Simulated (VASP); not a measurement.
Set up this calculation in VASP 6.6.1, as the native input.

- Task: single point
- Functional: r2SCAN
- Potentials or basis: VASP PAW PBE potentials, release 64 (Ba_sv, S)
- Cutoff: 520 eV
- k mesh: 8 × 8 × 8
- Occupations: gaussian, width 0.01 eV
- Spin: no spin polarisation
- Dipole correction: no
- Further INCAR settings: ALGO = Normal; EDIFF = 1e-07; NBANDS = 15

The system is BaS.

```
Ba S
1.0
    -0.00803    3.21180    3.21180
     3.21180   -0.00803    3.21180
     3.20377    3.20377    0.00000
Ba S
1 1
Direct
  0.00000 0.00000 0.00000
  0.50000 0.50000 0.50000
```

This cell differs from its parent crystal: shear xy strain -0.5%.

These files were run (other wordings do the same):

POSCAR

```
BaS
1.0
   -0.0080294897      3.2117958731      3.2117958731
    3.2117958731     -0.0080294897      3.2117958731
    3.2037663835      3.2037663835      0.0000000000
Ba S
1 1
Direct
    0.0000000000      0.0000000000      0.0000000000
    0.5000000000      0.5000000000      0.5000000000
```

INCAR.step1

```
ALGO = Normal ; EDIFF = 1E-4
ENCUT = 520 ; GGA = PE
ISMEAR = 0 ; LASPH = T
LCHARG = F ; LREAL = F
LWAVE = T ; NBANDS = 15
NELM = 60 ; PREC = Accurate
SIGMA = 0.01
```

INCAR.step2

```
ALGO = Normal ; EDIFF = 1E-7
ENCUT = 520 ; ISIF = 2
ISMEAR = 0 ; ISTART = 1
LASPH = T ; LCHARG = F
LMIXTAU = T ; LREAL = F
LWAVE = F ; METAGGA = R2SCAN
NBANDS = 15 ; NELM = 60
PREC = Accurate ; SIGMA = 0.01
```

KPOINTS

```
k-points
0
Gamma
  8 8 8
```

Potentials or basis: VASP PAW PBE potentials, release 64 (Ba_sv, S).

Run with:

```sh
$ cat potpaw_PBE.64/Ba_sv/POTCAR potpaw_PBE.64/S/POTCAR > POTCAR
$ cp INCAR.step1 INCAR
$ mpirun -np 1 vasp_std > vasp.out
$ cp INCAR.step2 INCAR
$ mpirun -np 1 vasp_std > vasp.out
```

It gave:

```yaml
Pressure: 0.6 GPa
Band_gap_on_the_k_mesh: 2.48 eV (least direct gap 2.63 eV)
```

Caveat: the cell differs from its parent crystal (shear xy strain -0.5%); the PAW data sets were made with another functional, which shifts forces and pressure a little; spin-orbit coupling is left out, which moves the levels of the heavy elements.

Wall time 7.1 min on 1 thread of Intel Xeon 8259CL, on a shared host, peak memory 0.28 GiB.
